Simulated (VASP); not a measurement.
Runs of VASP 6.6.1 on Cu. The structure is that of space group I4_1/amd (No. 141), or close to it. The cells are those of the table. 

| cell | gap on the mesh (eV) | pressure (GPa) |
| --- | --- | --- |
| a = 3.075 Å, angles 97.1, 97.1, 138.8°, 2 atoms | none | 115.0 |
| a = 3.192 Å, angles 97.1, 97.1, 138.8°, 2 atoms | none | (a) |
| a = 2.948 Å, angles 97.1, 97.1, 138.7°, 2 atoms | none | 206.5 |
| a = 2.809 Å, angles 97.2, 97.2, 138.6°, 2 atoms | none | 375.5 |

Alike in all rows: task single point; level PBE; potentials or basis VASP PAW PBE potentials, release 64 (Cu); no spin polarisation; k mesh 17 × 17 × 17; cutoff (eV) 520; smearing fermi-dirac 0.05 eV.

Q: Estimate the missing entries.

A: (a) 62.4.

Caveats: the cell stands under pressure.

A gap of «none» marks levels without a gap at the run's occupations.
